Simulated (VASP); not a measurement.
# Ti2Re2Pb (I4/mmm) in VASP: notebook, part 2 of 2

VASP 6.6.1.

### Step 4. Relaxation of cell and atoms, PBE

INCAR

```
SYSTEM = Ti2Re2Pb
PREC = Accurate ; ENCUT = 600
EDIFF = 1E-6 ; ISMEAR = 0
SIGMA = 0.1 ; LREAL = .FALSE.
LASPH = .TRUE. ; NELM = 100
ALGO = Normal ; ISIF = 3
LWAVE = .FALSE. ; LCHARG = .FALSE.
GGA = PE ; IBRION = 2
NSW = 90 ; EDIFFG = -0.04
```

KPOINTS

```
regular mesh
0
G
  6 6 6
  0 0 0
```

POSCAR

```
Ti2Re2Pb
1.0
   -2.0225717197      2.0225717197      5.3067475814
    2.0225717197     -2.0225717197      5.3067475814
    2.0225717197      2.0225717197     -5.3067475814
Ti Re Pb
2 2 1
Direct
    0.6260000000      0.6260000000      0.0000000000
    0.3740000000      0.3740000000      0.0000000000
    0.2500000000      0.7500000000      0.5000000000
    0.7500000000      0.2500000000      0.5000000000
    0.0000000000      0.0000000000      0.0000000000
```

Potentials or basis: VASP PAW PBE potentials, release 64 (Ti_sv, Re, Pb_d).

Run with:

```bash
cat potpaw_PBE.64/Ti_sv/POTCAR potpaw_PBE.64/Re/POTCAR potpaw_PBE.64/Pb_d/POTCAR > POTCAR
mpirun -np 1 vasp_std > vasp.out
```

OUTCAR:

```text
SYSTEM = Ti2Re2Pb
   PREC = Accurate
   ENCUT = 600
   EDIFF = 1E-6
   ISMEAR = 0
   LREAL = .FALSE.
   LASPH = .TRUE.
   NELM = 100
   ISIF = 3
   GGA = PE
   IBRION = 2
   NSW = 90
   EDIFFG = -0.04

 ion  position               nearest neighbor table
   1  0.626  0.626  0.000-   3 2.41   4 2.41   3 2.41   4 2.41   2 2.67   5 3.16   5 3.16   5 3.16
                             5 3.16
   2  0.374  0.374  0.000-   3 2.41   4 2.41   3 2.41   4 2.41   1 2.67   5 3.16   5 3.16   5 3.16
                             5 3.16
   3  0.250  0.750  0.500-   1 2.41   2 2.41   2 2.41   1 2.41   4 2.86   4 2.86   4 2.86   4 2.86
                             5 3.34   5 3.34   5 3.34   5 3.34
   4  0.750  0.250  0.500-   1 2.41   2 2.41   2 2.41   1 2.41   3 2.86   3 2.86   3 2.86   3 2.86
                             5 3.34   5 3.34   5 3.34   5 3.34
   5  0.000  0.000  0.000-   1 3.16   1 3.16   1 3.16   2 3.16   2 3.16   2 3.16   1 3.16   2 3.16
                             3 3.34   3 3.34   4 3.34   4 3.34   4 3.34   3 3.34   3 3.34   4 3.34

  LATTYP: Found a body centered tetragonal cell.
 ALAT       =     4.0451434394
 C/A-ratio  =     2.6237623762

  Lattice vectors:

 A1 = (  -2.0225717197,   2.0225717197,   5.3067475814)
 A2 = (   2.0225717197,  -2.0225717197,   5.3067475814)
 A3 = (   2.0225717197,   2.0225717197,  -5.3067475814)

Analysis of symmetry for initial positions (statically):
=====================================================================
 Subroutine PRICEL returns:
 Original cell was already a primitive cell.

 Routine SETGRP: Setting up the symmetry group for a
 body centered tetragonal supercell.

 Subroutine GETGRP returns: Found 16 space group operations
 (whereof 16 operations were pure point group operations)
 out of a pool of 16 trial point group operations.

The static configuration has the point symmetry D_4h.

Analysis of symmetry for dynamics (positions and initial velocities):
=====================================================================
 Subroutine PRICEL returns:
 Original cell was already a primitive cell.

[... 158 lines left out ...]
  ext. energy  EPLUGINS =         0.00000000
  ---------------------------------------------------
  free energy    TOTEN  =       -40.42268639 eV

  energy without entropy =      -40.39923058  energy(sigma->0) =      -40.41095848

------------------------ aborting loop because EDIFF is reached ----------------------------------------

  FORCE on cell =-STRESS in cart. coord.  units (eV):
  Direction    XX          YY          ZZ          XY          YZ          ZX
  --------------------------------------------------------------------------------------
  -------------------------------------------------------------------------------------
  Total       10.4310277     10.4310277     14.7524367      0.0000000      0.0000000      0.0000000
  in kB      192.4604056    192.4604056    272.1936944      0.0000000      0.0000000      0.0000000
  external PRESSURE =     219.0381685 kB  Pullay stress =       0.0000000 kB
[... 98 lines left out ...]
  FREE ENERGIE OF THE ION-ELECTRON SYSTEM (eV)
  ---------------------------------------------------
  free  energy   TOTEN  =       -41.2530360938 eV

  energy  without entropy=      -41.2241757835  energy(sigma->0) =      -41.23860594

[... ionic steps 4 to 14 ...]

--------------------------------------- Ionic step       15  -------------------------------------------

 number of electron      52.0000004 magnetization

------------------------ aborting loop because EDIFF is reached ----------------------------------------
[... 73 lines left out ...]
--------------------------------------- Ionic step       17  -------------------------------------------

 number of electron      51.9999999 magnetization

 Free energy of the ion-electron system (eV)
  ---------------------------------------------------
  ext. energy  EPLUGINS =         0.00000000
  ---------------------------------------------------
  free energy    TOTEN  =       -42.32987899 eV

  energy without entropy =      -42.29782120  energy(sigma->0) =      -42.31385009

 E-fermi :   7.4410     XC(G=0): -11.5880

 val. band max:        7.4380162718   @ k =   0.5000   0.5000   0.0000
 cond. band min:       7.4553218964   @ k =  -0.3333   0.5000   0.3333
 fundamental gap:      0.0173056246
 Fermi energy:         7.4409924158

 k-point     1 :       0.0000    0.0000    0.0000
  band No.  band energies     occupation
      1     -49.6384      2.00000
      2     -49.6343      2.00000
      3     -25.9153      2.00000
      4     -25.9153      2.00000
      5     -25.9103      2.00000
      6     -25.9103      2.00000
[... 805 lines left out ...]
     30       9.0029      0.00000
     31       9.2824      0.00000

 [... further k-points ...]

------------------------ aborting loop because EDIFF is reached ----------------------------------------

  FORCE on cell =-STRESS in cart. coord.  units (eV):
  Direction    XX          YY          ZZ          XY          YZ          ZX
  --------------------------------------------------------------------------------------
  -------------------------------------------------------------------------------------
  Total        0.0162714      0.0162714     -0.0723658      0.0000000      0.0000000      0.0000000
  in kB        0.2662782      0.2662782     -1.1842511      0.0000000      0.0000000      0.0000000
  external PRESSURE =      -0.2172315 kB  Pullay stress =       0.0000000 kB
[... 20 lines left out ...]
  FREE ENERGIE OF THE ION-ELECTRON SYSTEM (eV)
  ---------------------------------------------------
  free  energy   TOTEN  =       -42.3298789920 eV

  energy  without entropy=      -42.2978211950  energy(sigma->0) =      -42.31385009

 reached required accuracy - stopping structural energy minimisation
```

Wall time 60 min (1 thread of Intel Xeon Platinum 8488C (Sapphire Rapids), shared host); peak memory 0.42 GiB.

Results:

| Property | Result |
| --- | --- |
| Free energy | -42.3299 eV |
| Relaxed volume | 19.58 Å³/atom |
| Relaxed cell | a = 7.967 Å, b = 7.967 Å, c = 7.967 Å, α = 153.87°, β = 153.87°, γ = 37.28° |
| Space group after relaxing (to 0.1 Å) | I4/mmm (No. 139) |
| Energy gained by relaxing | 381.4 meV/atom |
| Ionic steps | 17 |
| Pressure after relaxing | 0.0 GPa |
| Largest force after relaxing | 0.007 eV/Å |
| Band gap on the k mesh | zero (bands 26 and 27 overlap by 0.78 eV) |

Forces in eV/Å, atoms in the order of the input:
```
Ti   0.000  0.000  0.007
Ti   0.000  0.000 -0.007
Re   0.000  0.000  0.000
Re   0.000  0.000  0.000
Pb   0.000  0.000  0.000
```

The path:
```
step  energy change (eV)  largest force (eV/Å)  pressure (GPa)  volume (Å³)
   1              0.0000                2.6394           21.90        86.84
   2              0.9517                2.7629          -18.93       120.17
   3             -0.8303                0.2789           -1.90        98.61
   4             -0.8336                0.1563           -0.93        97.95
   5             -1.0804                0.0361           -1.02        98.64
   6             -1.6445                0.9800            0.26        99.32
   7             -1.5826                0.9338           10.42        95.22
   8             -1.8252                0.9219            3.10        97.92
   9             -1.8231                0.9364            4.16        97.43
  10             -1.6834                0.4429           -8.09       106.16
  11             -1.8713                0.3571           -0.72       100.34
  12             -1.8715                0.3833           -0.48       100.16
  13             -1.8716                0.3938           -0.38       100.09
  14             -1.8861                0.3255           -0.10        99.43
  15             -1.9056                0.0847            0.86        97.48
  16             -1.8938                0.2558           -2.36        99.14
  17             -1.9072                0.0066           -0.02        97.90
```

Final structure:
```cif
data_structure
_symmetry_space_group_name_H-M 'P 1'
_symmetry_Int_Tables_number 1
_cell_length_a 7.9668
_cell_length_b 7.9668
_cell_length_c 7.9668
_cell_angle_alpha 153.874
_cell_angle_beta 153.874
_cell_angle_gamma 37.282
_cell_volume 97.90
loop_
_atom_site_label
_atom_site_type_symbol
_atom_site_fract_x
_atom_site_fract_y
_atom_site_fract_z
_atom_site_occupancy
Ti1 Ti 0.61349 0.61349 0.00000 1
Ti2 Ti 0.38651 0.38651 0.00000 1
Re1 Re 0.25000 0.75000 0.50000 1
Re2 Re 0.75000 0.25000 0.50000 1
Pb1 Pb 0.00000 0.00000 0.00000 1
```

Levels at points of the mesh, in eV from the Fermi level:
| k point | band 24 | band 25 | band 26 | band 27 | band 28 | band 29 |
| --- | --- | --- | --- | --- | --- | --- |
| (0.00, 0.00, 0.00) | 0.36 | 0.36 | 0.48 | 0.71 | 0.71 | 1.39 |
| (0.50, 0.00, 0.00) | -1.42 | -1.35 | -0.90 | -0.10 | -0.01 | 0.58 |
| (0.50, 0.50, 0.00) | -0.72 | -0.26 | 0.00 | 1.03 | 1.21 | 1.21 |
| (0.50, 0.50, 0.50) | -0.29 | -0.29 | 0.02 | 0.92 | 1.41 | 1.54 |

Caveat: a cell axis changed by over 15 % at a fixed basis, so the end point is rough; spin-orbit coupling is left out, which moves the levels of the heavy elements.

### Step 5. Overview

| task | cell | cutoff (eV) | gap on the mesh (eV) | pressure (GPa) | largest force (eV/Å) |
| --- | --- | --- | --- | --- | --- |
| single point | a = 6.029 Å, angles 140.8, 140.8, 56.6°, 5 atoms, atomic positions A | 520 | none | 21.8 | 2.64 |
| single point | a = 7.925 Å, angles 153.6, 153.6, 37.7°, 5 atoms, atomic positions B | 520 | none | -0.4 | 0.03 |
| relaxation of cell and atoms | relaxed from a = 6.029 Å, angles 140.8, 140.8, 56.6°, 5 atoms, atomic positions A | 600 | none | 0.0 | 0.01 |

Alike in all rows: level PBE; potentials or basis VASP PAW PBE potentials, release 64 (Ti_sv, Re, Pb_d); no spin polarisation; k mesh 6 × 6 × 6; smearing gaussian 0.1 eV.

Caveats: spin-orbit coupling is left out, which moves the levels of the heavy elements; the cell stands under pressure (at least some runs); forces of over 1 eV/Å act on the atoms, so gaps and moduli don't describe the material at rest (at least some runs); a cell axis changed by over 15 % at a fixed basis, so the end point is rough (at least some runs).

Absolute energies hang on the potentials; compare differences alone.
